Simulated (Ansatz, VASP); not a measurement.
## Two plane-wave programs on Al6GaAs8

```xyz
15
Lattice="0.0000 5.6758 -5.6758 5.6758 5.6758 0.0000 5.6758 0.0000 -5.6758" Properties=species:S:1:pos:R:3 pbc="T T T"
Ga    2.8379    2.8379   -5.7163
Al    2.8266    0.0224   -2.8404
Al    5.6534    2.8492   -2.8404
Al    0.0224    2.8266   -2.8404
Al    2.8492    5.6534   -2.8404
Al    0.0000    0.0000    0.0034
Al    2.8379    2.8379    0.0411
As    1.4281    1.4281   -1.3958
As    4.2477    4.2477   -1.3958
As    1.4296    4.2462   -4.2710
As    4.2924    7.0592   -4.2564
As    4.2462    1.4296   -4.2710
As    7.0592    4.2924   -4.2564
As    4.2826    4.2826   -7.1012
As    7.0690    7.0690   -7.1012
```

Change from the starting cell: Ga on a Al site beside a Al vacancy, charge +0, atoms relaxed.

Alike in both runs: functional PBEsol; k mesh 2 × 2 × 2; occupations gaussian, width 0.02 eV; collinear spin.

Ansatz relaxed the structure, and its values are those at the end. VASP's run is a single point on that final structure, the one shown.

|  | VASP | Ansatz |
| --- | --- | --- |
| version | VASP 6.6.1 | Ansatz 0.2.0 |
| potentials or method | VASP PAW PBE potentials, release 64 (Ga_d, Al, As), cutoff 520 eV | scalar-relativistic, plane waves, PAW |
| valence electrons in the cell | 71 | 151 |

|  | VASP | Ansatz | Ansatz less VASP |
| --- | --- | --- | --- |
| gap on the k mesh at the Fermi level (eV) | none | none | - |
| rms of the force components (eV/Å) | 0.007 | 0.006 | -0.0014 |
| net moment per atom (μB) | 0.02 | 0.02 | 0.000 |

VASP's potentials were made for PBE, not for PBEsol. A gap of «none» marks a metal or a gap that the smearing closes. VASP's potentials hold 71 valence electrons a cell and Ansatz's 151, so a difference there can come from the potentials and not from the codes.

The k mesh is coarse, so the values compare programs but aren't converged.
